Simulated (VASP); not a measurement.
ZrIr2, 6 atoms in the cell. The structure is cubic, space group Fd-3m (No. 227). Conventional cell: a = 7.359 Å, b = 7.359 Å, c = 7.359 Å, α = 90.00°, β = 90.00°, γ = 90.00°. Zr (site symmetry -43m) has 12 Ir at 3.05 Å and 4 Zr at 3.19 Å within 4.0 Å. Within 3.4 Å of Ir (site symmetry -3m) lie 6 Ir at 2.60 Å and 6 Zr at 3.05 Å. 

- Program: VASP 6.6.1
- Task: single point
- Functional: PBEsol
- Potentials or basis: VASP PAW PBE potentials, release 64 (Zr_sv, Ir)
- Cutoff: 520 eV
- k mesh: 6 × 6 × 6
- Occupations: fermi-dirac, width 0.2 eV
- Spin: no spin polarisation
- Dipole correction: no
- Further INCAR settings: ALGO = Normal; EDIFF = 1e-06; NBANDS = 39

Potentials or basis: VASP PAW PBE potentials, release 64 (Zr_sv, Ir).

Run with:

```bash
$ cat potpaw_PBE.64/Zr_sv/POTCAR potpaw_PBE.64/Ir/POTCAR > POTCAR
$ mpirun -np 1 vasp_std > vasp.out
```

Hardware: 1 thread of Intel Xeon 8259CL (shared host).

**Question.** Estimate the wall time of this run.

**Answer.** Wall time 110 s on 1 thread of Intel Xeon 8259CL, with other jobs on the host, peak memory 0.26 GiB. Counts: scf iterations 13, k points 16.
